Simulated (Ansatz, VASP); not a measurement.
# PbO2: VASP beside Ansatz

```
CELL_PARAMETERS angstrom
0.00000 2.70484 2.70484
2.70484 0.00000 2.70484
2.70484 2.70484 0.00000
ATOMIC_POSITIONS crystal
Pb 0.00000 0.00000 0.00000
O 0.25000 0.25000 0.25000
O 0.75000 0.75000 0.75000
```

Alike in both runs: task electric field gradients; functional PBE; k mesh 9 × 9 × 9; occupations fermi-dirac, width 0.02 eV; no spin polarisation.

```csv
,VASP,Ansatz
version,VASP 6.6.1,Ansatz 0.2.0
potentials or method,"VASP PAW PBE potentials, release 64 (Pb_d, O)","PAW with Ansatz's default frozen-core files, scalar-relativistic"
plane-wave cutoff (eV),520,420
valence electrons in the cell,26,26
```

```csv
,VASP,Ansatz,Ansatz less VASP
pressure (GPa),0.1,0.0,-0.18
```

Spin-orbit coupling is off throughout.
